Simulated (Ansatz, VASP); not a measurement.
MnHg in VASP and in Ansatz

Contents of INCAR:

```
PREC     = Accurate       # precision mode
ENCUT    = 520            # plane-wave cutoff, eV
EDIFF    = 1E-7           # SCF threshold, eV
ISMEAR   = -1             # smearing method
SIGMA    = 0.1            # smearing width, eV
LREAL    = False          # projectors in reciprocal space
LASPH    = True           # aspherical terms in the spheres
NELM     = 150            # most SCF steps
ALGO     = Normal         # electronic algorithm
ISIF     = 2              # what is computed and relaxed
LWAVE    = False          # write WAVECAR
LCHARG   = False          # write CHGCAR
ISPIN    = 2              # spin polarisation
MAGMOM   = 4 4 0 0        # initial moments
LORBIT   = 11             # projections on sites
LMAXMIX  = 4              # l up to which the mixer works
GGA      = PE             # functional
NBANDS   = 37             # bands
```

File KPOINTS:

```
regular mesh
0
Gamma
  9 9 5
```

Contents of POSCAR:

```
MnHg
1.0
    3.3150000000      0.0000000000      0.0000000000
    0.0000000000      3.3150000000      0.0000000000
    0.0000000000      0.0000000000      6.6300000000
Mn Hg
2 2
Direct
    0.5000000000      0.5000000000      0.2500000000
    0.5000000000      0.5000000000      0.7500000000
    0.0000000000      0.0000000000      0.0000000000
    0.0000000000      0.0000000000      0.5000000000
```

Input for Ansatz:

```yaml
crystal:
  lattice:
    - [3.315, 0.0, 0.0]
    - [0.0, 3.315, 0.0]
    - [0.0, 0.0, 6.63]
  atoms:
    - { symbol: Mn, position: [0.5, 0.5, 0.25], spin: 4.0 }
    - { symbol: Mn, position: [0.5, 0.5, 0.75], spin: 4.0 }
    - { symbol: Hg, position: [0.0, 0.0, 0.0] }
    - { symbol: Hg, position: [0.0, 0.0, 0.5] }
magnetization:
  spin_polarized: true
kpoints:
  mp_grid: { grid: [9, 9, 5] }
scf:
  occupations: { method: fermi_dirac, width: 0.1 }
  lower_state_search: "off"
hamiltonian:
  xc: pbe
  pseudopotentials: { kind: paw }
output:
  forces: true
  stress: true
  eigenvalues: true
  populations: true
```

Alike in both runs: task single point; functional PBE; k mesh 9 × 9 × 5; occupations fermi-dirac, width 0.1 eV; collinear spin.

|  | VASP | Ansatz |
| --- | --- | --- |
| version | VASP 6.6.1 | Ansatz 0.2.0 |
| potentials or method | VASP PAW PBE potentials, release 64 (Mn_pv, Hg) | PAW with Ansatz's default frozen-core files, scalar-relativistic |
| plane-wave cutoff (eV) | 520 | 420 |
| valence electrons in the cell | 50 | 70 |

```tsv
	VASP	Ansatz	Ansatz less VASP
pressure (GPa)	0.8	0.3	-0.47
net moment per atom (μB)	1.94	1.94	-0.003
size of the moment on the site where the two differ most (μB)	3.80	3.85	+0.052
```

Site moments also hang on the region over which each program counts them. With one functional, cell and mesh, what is left measures potentials, basis and numerics. VASP's potentials hold 50 valence electrons a cell and Ansatz's 70, so a difference there can come from the potentials and not from the codes.

Neither program's run includes spin-orbit coupling.
